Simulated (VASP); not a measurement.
ZnS: single point with r2SCAN

The system is ZnS.

```
CELL_PARAMETERS angstrom
0.00000 2.74738 2.74738
2.74738 0.00000 2.74738
2.74738 2.74738 0.00000
ATOMIC_POSITIONS crystal
Zn 0.25000 0.25000 0.25000
S 0.00000 0.00000 0.00000
```

| Item | Value |
| --- | --- |
| Program | VASP 6.6.1 |
| Task | single point |
| Functional | r2SCAN |
| Potentials or basis | VASP PAW PBE potentials, release 64 (Zn, S) |
| Cutoff | 520 eV |
| k mesh | 8 × 8 × 8 |
| Occupations | gaussian, width 0.02 eV |
| Spin | no spin polarisation |
| Dipole correction | no |
| Further INCAR settings | ALGO = Normal; EDIFF = 1e-06; NBANDS = 16 |

```
Pressure               : -4.0 GPa
Band gap on the k mesh : 2.44 eV
```

Levels at points of the mesh, in eV from the valence-band top:
```tsv
k point	band 6	band 7	band 8	band 9	band 10	band 11	band 12	band 13
(0.00, 0.00, 0.00)	-5.83	0.00	0.00	0.00	2.44	6.93	6.93	6.93
(0.50, 0.00, 0.00)	-5.65	-5.06	-0.82	-0.82	3.71	7.42	7.42	9.21
(0.50, 0.50, 0.00)	-5.64	-4.41	-2.10	-2.10	3.83	4.48	11.38	12.47
```

Run time: 55 s on 1 thread of Intel(R) Xeon(R) Platinum 8488C (Sapphire Rapids), with other jobs on the host, peak memory 0.17 GiB.

Caveat: the cell stands under tension; the PAW data sets were made with another functional, which shifts forces and pressure a little. r2SCAN opens gaps a little over a GGA but as a rule still falls short of measured ones.
